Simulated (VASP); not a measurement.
# Hg: single point with PBE

The system is Hg.

```xyz
1
Lattice="-1.9370 1.9370 1.9370 1.9370 -1.9370 1.9370 1.9370 1.9370 -1.9370" Properties=species:S:1:pos:R:3 pbc="T T T"
Hg    0.0000    0.0000    0.0000
```

```yaml
Program: VASP 6.6.1
Task: single point
Functional: PBE
Potentials_or_basis: VASP PAW PBE potentials, release 64 (Hg)
Cutoff: 520 eV
k_mesh: 19 × 19 × 19
Occupations: fermi-dirac, width 0.1 eV
Spin: no spin polarisation
```

| Quantity | Value |
| --- | --- |
| Pressure | 0.1 GPa |
| Band gap on the k mesh | zero (bands 6 and 7 overlap by 2.05 eV) |

Levels at points of the mesh, in eV from the Fermi level:
```tsv
k point	band 2	band 3	band 4	band 5	band 6	band 7	band 8	band 9	band 10	band 11
(0.00, 0.00, 0.00)	-6.49	-6.49	-6.49	-5.90	-5.90	13.67	13.67	13.67	14.51	14.51
```

Wall time 83 s on 1 thread of Intel(R) Xeon(R) Platinum 8259CL CPU @ 2.50GHz (Skylake/Cascade Lake), with other jobs on the host, peak memory 0.21 GiB.

Caveat: spin-orbit coupling is left out, which moves the levels of the heavy elements.
